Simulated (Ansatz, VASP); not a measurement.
# Two plane-wave programs on Ag5Sn2O6

```
CELL_PARAMETERS angstrom
2.95135 5.11189 0.00000
-2.95135 5.11189 0.00000
0.00000 0.00000 6.38872
ATOMIC_POSITIONS crystal
Ag 0.00000 0.00000 0.26400
Ag 0.50000 0.50000 0.52200
Ag 0.00000 0.50000 0.52200
Ag 0.50000 0.00000 0.52200
Ag 0.00000 0.00000 0.73600
O 0.39700 0.60300 0.82900
O 0.00000 0.39700 0.82900
O 0.60300 0.00000 0.82900
O 0.60300 0.39700 0.21500
O 0.00000 0.60300 0.21500
O 0.39700 0.00000 0.21500
Sn 0.33330 0.33340 0.02200
Sn 0.66670 0.66660 0.02200
```

Alike in both runs: task single point; functional PBE; k mesh 5 × 5 × 4; occupations gaussian, width 0.0191 eV; no spin polarisation.

|  | VASP | Ansatz |
| --- | --- | --- |
| version | VASP 6.6.1 | Ansatz 0.2.0 |
| potentials or method | VASP PAW PBE potentials, release 64 (Ag, O, Sn_d), cutoff 520 eV | PAW plane waves |
| valence electrons in the cell | 119 | 159 |

Ansatz gave:

| Quantity | Value |
| --- | --- |
| pressure (GPa) | 0.6 |
| rms of the force components (eV/Å) | 0.537 |

**Question.** Which values does VASP return?

**Answer.** Pressure (GPa): 0.6; rms of the force components (eV/Å): 0.524.

With one functional, cell and mesh, what is left measures potentials, basis and numerics. VASP's potentials hold 119 valence electrons a cell and Ansatz's 159, so a difference there can come from the potentials and not from the codes. Ansatz's warnings: structure snapped to symmetry.
